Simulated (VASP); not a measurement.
# SiO2 (Imma) in VASP: further runs

SiO2 is run at these levels: r2SCAN, PBE; tasks: single point.

All numbers are computed with VASP 6.6.1; they aren't measurements. Logs are shortened: lines on timing, memory, paths and dates and some standing lists are left out, and cuts for length are marked.

### 1 The cell of the first run

The structure is orthorhombic, space group Imma (No. 74). The conventional cell has a = 5.247 Å, b = 9.554 Å, c = 8.883 Å, α = 90.00°, β = 90.00°, γ = 90.00°. Si (site symmetry m) has 4 O at 1.60 to 1.61 Å within 2.1 Å. Within 2.1 Å of O (site symmetry 2/m) lie 2 Si at 1.60 Å. Within 2.1 Å of O (site symmetry 2) lie 2 Si at 1.61 Å. Within 2.1 Å of O (site symmetry mm2) lie 2 Si at 1.61 Å.

### 2 Single point, r2SCAN

The input, INCAR:

```
ALGO = Normal ; EDIFF = 1E-6
EFERMI = MIDGAP ; ENCUT = 580
GGA_COMPAT = F ; ISIF = 2
ISMEAR = 0 ; KPAR = 4
LASPH = T ; LCHARG = F
LMIXTAU = T ; LREAL = F
LWAVE = F ; METAGGA = R2SCAN
NELM = 120 ; PREC = Accurate
SIGMA = 0.03
```

The input, KPOINTS:

```
k-points
0
Gamma
  5 5 5
```

The input, POSCAR:

```
SiO2
1.0
   -2.6233364600      4.7767535050      4.4416747250
    2.6233364600     -4.7767535050      4.4416747250
    2.6233364600      4.7767535050     -4.4416747250
Si O
4 8
Direct
    0.2603409800      0.8449448900      0.4153960900
    0.0704512000      0.1550551100      0.9153960900
    0.7396590200      0.1550551100      0.5846039100
    0.9295488000      0.8449448900      0.0846039100
    0.5000000000      0.0000000000      0.5000000000
    0.0000000000      0.0000000000      0.0000000000
    0.7931754100      0.0000000000      0.2931754100
    0.2068245900      0.5000000000      0.2068245900
    0.2068245900      0.0000000000      0.7068245900
    0.7931754100      0.5000000000      0.7931754100
    0.8693111300      0.1193111300      0.7500000000
    0.1306888700      0.8806888700      0.2500000000
```

Potentials or basis: VASP PAW PBE potentials, release 64 (Si, O).

Launch:

```
$ cat potpaw_PBE.64/Si/POTCAR potpaw_PBE.64/O/POTCAR > POTCAR
$ mpirun -np 4 vasp_std > vasp.out
```

OUTCAR:

```text
EDIFF = 1E-6
   EFERMI = MIDGAP
   ENCUT = 580
   ISIF = 2
   ISMEAR = 0
   LASPH = T
   LREAL = F
   METAGGA = R2SCAN
   NELM = 120
   PREC = Accurate

 Found     27 irreducible k-points:

 Following reciprocal coordinates:
            Coordinates               Weight
  0.000000  0.000000  0.000000      1.000000
  0.200000 -0.000000  0.000000      4.000000
  0.400000 -0.000000  0.000000      4.000000
  0.000000  0.200000  0.000000      4.000000
  0.200000  0.200000  0.000000      8.000000
  0.400000  0.200000 -0.000000      8.000000
   k-points           NKPTS =     27   k-points in BZ     NKDIM =     27   number of bands    NBANDS=     39
   number of dos      NEDOS =    301   number of ions     NIONS =     12
   total plane-waves  NPLWV = 175616
   dimension x,y,z NGX =    56 NGY =   56 NGZ =   56
   dimension x,y,z NGXF=   112 NGYF=  112 NGZF=  112
   ions per type =               4   8
   NGX,Y,Z   is equivalent  to a cutoff of  13.24, 13.24, 13.24 a.u.
   NGXF,Y,Z  is equivalent  to a cutoff of  26.48, 26.48, 26.48 a.u.
 SYSTEM =  unknown system
   PREC   = accura    normal or accurate (medium, high low for compatibility)
   ISTART =      0    job   : 0-new  1-cont  2-samecut
   ICHARG =      2    charge: 1-file 2-atom 10-const
   ISPIN  =      1    spin polarized calculation?
   LNONCOLLINEAR =      F non collinear calculations
   LSORBIT =      F    spin-orbit coupling
   LASPH  =      T    aspherical Exc in radial PAW
   ENCUT  =  580.0 eV  42.63 Ry    6.53 a.u.  13.81 13.81 13.81*2*pi/ulx,y,z
   NELM   =    120;   NELMIN=  2; NELMDL= -5     # of ELM steps
   EDIFF  = 0.1E-05   stopping-criterion for ELM
   LREAL  =      F    real-space projection
   EDIFFG = 0.1E-04   stopping-criterion for IOM
   NSW    =      0    number of steps for IOM
   IBRION =     -1    ionic relax: 0-MD 1-quasi-New 2-CG
   NFREE  =      0    steps in history (QN), initial steepest desc. (CG)
   ISIF   =      2    stress and relaxation
   ISYM   =      2    0-nonsym 1-usesym 2-fastsym
   POTIM  = 0.5000    time-step for ionic-motion
   TEBEG  =    0.0;   TEEND  =   0.0 temperature during run

   SCALEE = 1.0000    scale energy and forces
   PSTRESS=    0.0 pullay stress
   NELECT =      64.0000    total number of electrons
   NUPDOWN=      -1.0000    fix difference up-down
   EMIN   =  10.00;   EMAX   =-10.00  energy-range for DOS
   EFERMI =   0.00;   METHOD = MIDGAP
   ISMEAR =     0;   SIGMA  =   0.03  broadening in eV -4-tet -1-fermi 0-gaus
   EFERMI_NEDOS =   21; number of points for ismear=-14 and -15
   IALGO  =     38    algorithm
   IMIX   =      4    mixing-type and parameters
     AMIX     =   0.40;   BMIX     =  1.00
     AMIX_MAG =   1.60;   BMIX_MAG =  1.00
  volume/ion in A,a.u.               =      18.55       125.20
  Fermi-wavevector in a.u.,A,eV,Ry     =   1.080447  2.041750 15.882987  1.167367
  Thomas-Fermi vector in A             =   2.216439
   LORBIT       =      0    0 simple, 1 ext, 2 COOP (PROOUT), +10 PAW based schemes
   METAGGA = R2SCAN    functional components
   LHFCALC =     F    Hartree Fock is set to
   AEXX    =    0.0000 exact exchange contribution
   IVDW    =     0    specifies the selected vdW correction
   LEPSILON=     F    determine dielectric tensor
   LRPA    =     F    only Hartree local field effects (RPA)

   CSHIFT  =0.1000    complex shift for real part using Kramers Kronig

   OMEGAMAX=  -1.0    maximum frequency
 non-spin polarized calculation
 Gauss-broadening in eV      SIGMA  =   0.03
  energy-cutoff  :      580.00
  volume of cell :      222.64
 maximum number of plane-waves:      7092
   NGX = 27   NGY = 27   NGZ = 27

 number of electron      64.0000004 magnetization

 Free energy of the ion-electron system (eV)
  ---------------------------------------------------
  ext. energy  EPLUGINS =         0.00000000
  ---------------------------------------------------
  free energy    TOTEN  =      -119.05038053 eV

  energy without entropy =     -119.05038053  energy(sigma->0) =     -119.05038053

 E-fermi :   1.1787     XC(G=0):  -7.1998

 val. band max:       -1.9113804347   @ k =   0.0000   0.0000   0.0000
 cond. band min:       4.2686994303   @ k =   0.0000   0.0000   0.0000
 fundamental gap:      6.1800798651
 Fermi energy:         1.1786594978

 k-point     1 :       0.0000    0.0000    0.0000
  band No.  band energies     occupation
      1     -22.4297      2.00000
      2     -21.5158      2.00000
      3     -21.0475      2.00000
      4     -20.9945      2.00000
      5     -20.4657      2.00000
      6     -20.4114      2.00000
[... 31 lines left out ...]
     38       8.1502      0.00000
     39       8.5844      0.00000

 k-point     2 :       0.2000   -0.0000    0.0000
  band No.  band energies     occupation
      1     -22.3878      2.00000
      2     -21.6294      2.00000
      3     -21.1275      2.00000
      4     -20.8429      2.00000
      5     -20.4544      2.00000
      6     -20.4135      2.00000
[... 31 lines left out ...]
     38       8.3269      0.00000
     39       8.6391      0.00000

 k-point     3 :       0.4000   -0.0000    0.0000
  band No.  band energies     occupation
      1     -22.2941      2.00000
      2     -21.8171      2.00000
      3     -21.1519      2.00000
      4     -20.7307      2.00000
      5     -20.4248      2.00000
      6     -20.4161      2.00000
[... 31 lines left out ...]
     38       8.4148      0.00000
     39       8.6898      0.00000

 k-point     4 :       0.0000    0.2000    0.0000
  band No.  band energies     occupation
      1     -22.3302      2.00000
      2     -21.5257      2.00000
      3     -21.1547      2.00000
      4     -21.0309      2.00000
      5     -20.4577      2.00000
      6     -20.4059      2.00000
[... 31 lines left out ...]
     38       8.5081      0.00000
     39       8.5848      0.00000

 k-point     5 :       0.2000    0.2000    0.0000
  band No.  band energies     occupation
      1     -22.2503      2.00000
      2     -21.7065      2.00000
      3     -21.2343      2.00000
      4     -20.8480      2.00000
      5     -20.4444      2.00000
      6     -20.4075      2.00000
[... 31 lines left out ...]
     38       8.3151      0.00000
     39       8.5944      0.00000

 k-point     6 :       0.4000    0.2000   -0.0000
  band No.  band energies     occupation
      1     -22.1839      2.00000
      2     -21.8055      2.00000
      3     -21.2815      2.00000
      4     -20.7693      2.00000
      5     -20.4244      2.00000
      6     -20.4199      2.00000
[... 31 lines left out ...]
     38       8.3784      0.00000
     39       8.7072      0.00000

 [... further k-points ...]
[... 5 lines left out ...]
  --------------------------------------------------------------------------------------
  -------------------------------------------------------------------------------------
  Total        0.1025526      0.0293152      0.1039997      0.0000000      0.0000000      0.0000000
  in kB        0.7380123      0.2109650      0.7484265      0.0000000      0.0000000      0.0000000
  external PRESSURE =       0.5658013 kB  Pullay stress =       0.0000000 kB

 VOLUME and BASIS-vectors are now :
 -----------------------------------------------------------------------------
  energy-cutoff  :      580.00
  volume of cell :      222.64
      direct lattice vectors                 reciprocal lattice vectors
    -2.623336460  4.776753505  4.441674725     0.000000000  0.104673603  0.112570152
     2.623336460 -4.776753505  4.441674725     0.190596977  0.000000000  0.112570152
     2.623336460  4.776753505 -4.441674725     0.190596977  0.104673603  0.000000000

 POSITION                                       TOTAL-FORCE (eV/Angst)
 -----------------------------------------------------------------------------------
      2.62334     -0.80826      3.06427         0.000000     -0.002395     -0.001634
      2.62334      3.96849     -3.06427        -0.000000     -0.002395      0.001634
      0.00000      5.58502      1.37741        -0.000000      0.002395      0.001634
     -0.00000      0.80826      7.50594         0.000000      0.002395     -0.001634
      0.00000      4.77675      0.00000         0.000000      0.000000      0.000000
      0.00000      0.00000      0.00000         0.000000      0.000000      0.000000
     -1.31167      5.18923      2.22084         0.000000     -0.017000     -0.000000
      1.31167     -0.41248      2.22084        -0.000000      0.017000      0.000000
      1.31167      4.36428     -2.22084        -0.000000      0.017000      0.000000
      1.31167      5.18923      2.22084         0.000000     -0.017000     -0.000000
     -0.00000      7.16513      1.05988         0.000000      0.000000     -0.007591
      2.62334     -2.38838      3.38179        -0.000000      0.000000      0.007591
 -----------------------------------------------------------------------------------
    total drift:                               -0.000000     -0.000000      0.000000

  FREE ENERGIE OF THE ION-ELECTRON SYSTEM (eV)
  ---------------------------------------------------
  free  energy   TOTEN  =      -119.0503805309 eV

  energy  without entropy=     -119.0503805309  energy(sigma->0) =     -119.05038053
```

Wall time 5.4 min (4 MPI ranks of Intel Xeon 6975P-C (Granite Rapids), shared host); peak memory 0.56 GiB.

Results:

- Free energy: -119.0504 eV
- Pressure: 0.1 GPa
- Largest force: 0.017 eV/Å
- Band gap on the k mesh: 6.18 eV

Forces on the atoms (eV/Å):
```
Si   0.000 -0.002 -0.002
Si   0.000 -0.002  0.002
Si   0.000  0.002  0.002
Si   0.000  0.002 -0.002
O    0.000  0.000  0.000
O    0.000  0.000  0.000
O    0.000 -0.017  0.000
O    0.000  0.017  0.000
O    0.000  0.017  0.000
O    0.000 -0.017  0.000
O    0.000  0.000 -0.008
O    0.000  0.000  0.008
```

Levels at points of the mesh, in eV from the valence-band top:
| k point | band 29 | band 30 | band 31 | band 32 | band 33 | band 34 | band 35 | band 36 |
| --- | --- | --- | --- | --- | --- | --- | --- | --- |
| (0.00, 0.00, 0.00) | -1.06 | -0.72 | -0.43 | 0.00 | 6.18 | 9.11 | 9.71 | 9.90 |

Caveat: the PAW data sets were made with another functional, which shifts forces and pressure a little; an odd mesh through Γ misses points on the zone boundary, where band edges can lie.

### 3 Single point, PBE

This run uses another cell than the first one, of 18.92 Å³/atom.

The input, INCAR:

```
SYSTEM = SiO2
ALGO = Normal ; EDIFF = 1E-7
ENCUT = 520 ; GGA = PE
ISIF = 2 ; ISMEAR = -1
LASPH = .True. ; LCHARG = .False.
LREAL = .False. ; LWAVE = .False.
NBANDS = 44 ; NELM = 80
PREC = Accurate ; SIGMA = 0.05
```

The input, KPOINTS:

```
k-points
0
Gamma
  6 6 6
  0 0 0
```

POSCAR: that of step 2 with these lines changed.

```diff
@@ -2,5 +2,5 @@
 1.0
-   -2.6233364600      4.7767535050      4.4416747250
-    2.6233364600     -4.7767535050      4.4416747250
-    2.6233364600      4.7767535050     -4.4416747250
+   -2.6407100555      4.8083885561      4.4710906467
+    2.6407100555     -4.8083885561      4.4710906467
+    2.6407100555      4.8083885561     -4.4710906467
 Si O
```

Potentials or basis: VASP PAW PBE potentials, release 64 (Si, O).

Launch:

```
$ cat potpaw_PBE.64/Si/POTCAR potpaw_PBE.64/O/POTCAR > POTCAR
$ mpirun -np 1 vasp_std > vasp.out
```

It took 5.5 min on 1 thread of Intel Xeon 6975P-C (Granite Rapids), shared host; peak memory 0.59 GiB.

It converged, with:

```
Free energy            : -94.8636 eV
Pressure               : 0.8 GPa
Largest force          : 0.127 eV/Å
Band gap on the k mesh : 5.42 eV
```

Forces on the atoms (eV/Å):
```
Si   0.000 -0.077 -0.022
Si   0.000 -0.077  0.022
Si   0.000  0.077  0.022
Si   0.000  0.077 -0.022
O    0.000  0.000  0.000
O    0.000  0.000  0.000
O    0.000 -0.127  0.000
O    0.000  0.127  0.000
O    0.000  0.127  0.000
O    0.000 -0.127  0.000
O    0.000  0.000 -0.114
O    0.000  0.000  0.114
```

Levels at points of the mesh, in eV from the valence-band top:
```
           k point  band 29  band 30  band 31  band 32  band 33  band 34  band 35  band 36
(0.00, 0.00, 0.00)    -1.03    -0.69    -0.41     0.00     5.42     8.43     8.49     8.73
(0.50, 0.00, 0.00)    -0.54    -0.51    -0.30    -0.14     6.43     6.87     8.47     8.90
(0.00, 0.50, 0.00)    -0.86    -0.82    -0.70    -0.19     7.52     7.78     8.40     8.42
(0.50, 0.50, 0.00)    -0.94    -0.94    -0.38    -0.38     7.62     7.62     8.88     8.88
(0.50, 0.50, 0.50)    -0.54    -0.23    -0.20    -0.02     7.35     7.41     7.71     7.72
```

### 4 Single point, PBE

This run uses another cell than the first one, of 19.30 Å³/atom.

The input, INCAR:

```
PREC = Accurate ; ENCUT = 520
EDIFF = 1E-6 ; ISMEAR = -1
SIGMA = 0.05 ; LREAL = False
LASPH = True ; NELM = 100
ALGO = Normal ; ISIF = 2
LWAVE = False ; LCHARG = False
GGA = PE ; NBANDS = 44
```

The input, KPOINTS:

```
Automatic mesh
0
Gamma
  6 6 6
```

POSCAR: that of step 3 with these lines changed.

```diff
@@ -2,5 +2,5 @@
 1.0
-   -2.6407100555      4.8083885561      4.4710906467
-    2.6407100555     -4.8083885561      4.4710906467
-    2.6407100555      4.8083885561     -4.4710906467
+   -2.6578580038      4.8396127333      4.5001245163
+    2.6578580038     -4.8396127333      4.5001245163
+    2.6578580038      4.8396127333     -4.5001245163
 Si O
```

Launch:

```
$ cat potpaw_PBE.64/Si/POTCAR potpaw_PBE.64/O/POTCAR > POTCAR
$ mpirun -np 1 vasp_std > vasp.out
```

It took 5.1 min on 1 thread of Intel Xeon 6975P-C (Granite Rapids), shared host; peak memory 0.56 GiB.

It converged, with:

- Free energy: -94.8541 eV
- Pressure: -1.7 GPa
- Largest force: 0.109 eV/Å
- Band gap on the k mesh: 5.34 eV

Forces on the atoms (eV/Å):
```
Si   0.000 -0.106 -0.026
Si   0.000 -0.106  0.026
Si   0.000  0.106  0.026
Si   0.000  0.106 -0.026
O    0.000  0.000  0.000
O    0.000  0.000  0.000
O    0.000  0.024  0.000
O    0.000 -0.024  0.000
O    0.000 -0.024  0.000
O    0.000  0.024  0.000
O    0.000  0.000  0.002
O    0.000  0.000 -0.002
```

Stress tensor (GPa, compression positive):
```
-1.68  0.00  0.00
 0.00 -1.68  0.00
 0.00  0.00 -1.79
```

Levels at points of the mesh, in eV from the valence-band top:
| k point | band 28 | band 29 | band 30 | band 31 | band 32 | band 33 | band 34 | band 35 | band 36 | band 37 |
| --- | --- | --- | --- | --- | --- | --- | --- | --- | --- | --- |
| (0.00, 0.00, 0.00) | -1.15 | -1.01 | -0.68 | -0.39 | 0.00 | 5.34 | 8.18 | 8.47 | 8.52 | 9.01 |
| (0.50, 0.00, 0.00) | -1.15 | -0.52 | -0.50 | -0.29 | -0.13 | 6.32 | 6.82 | 8.30 | 8.73 | 9.05 |
| (0.00, 0.50, 0.00) | -1.29 | -0.84 | -0.80 | -0.68 | -0.19 | 7.35 | 7.75 | 8.25 | 8.38 | 9.14 |
| (0.50, 0.50, 0.00) | -1.36 | -0.92 | -0.92 | -0.37 | -0.37 | 7.54 | 7.54 | 8.76 | 8.76 | 8.89 |
| (0.50, 0.50, 0.50) | -1.29 | -0.52 | -0.22 | -0.19 | -0.02 | 7.17 | 7.31 | 7.64 | 7.68 | 8.58 |

### 5 Summary

| level | cell | k mesh | cutoff (eV) | smearing | tolerance level | purpose | start | dipole correction | gap on the mesh (eV) | pressure (GPa) | largest force (eV/Å) |
| --- | --- | --- | --- | --- | --- | --- | --- | --- | --- | --- | --- |
| r2SCAN | a = 7.030 Å, angles 136.2, 94.4, 101.6°, 12 atoms | 5 × 5 × 5 | 580 | gaussian 0.03 eV | tight | restart | from scratch | - | 6.18 | 0.1 | 0.02 |
| PBE | a = 7.077 Å, angles 136.2, 94.4, 101.6°, 12 atoms | 6 × 6 × 6 | 520 | fermi-dirac 0.05 eV | - | - | - | no | 5.42 | 0.8 | 0.13 |
| PBE | a = 7.123 Å, angles 136.2, 94.4, 101.6°, 12 atoms | 6 × 6 × 6 | 520 | fermi-dirac 0.05 eV | - | - | - | no | 5.34 | -1.7 | 0.11 |

Alike in all rows: task single point; potentials or basis VASP PAW PBE potentials, release 64 (Si, O); no spin polarisation.

Caveats: the PAW data sets were made with another functional, which shifts forces and pressure a little (at least some runs); an odd mesh through Γ misses points on the zone boundary, where band edges can lie (at least some runs).

Total energies depend on the potentials used, so only differences within one code and one set of settings carry meaning.
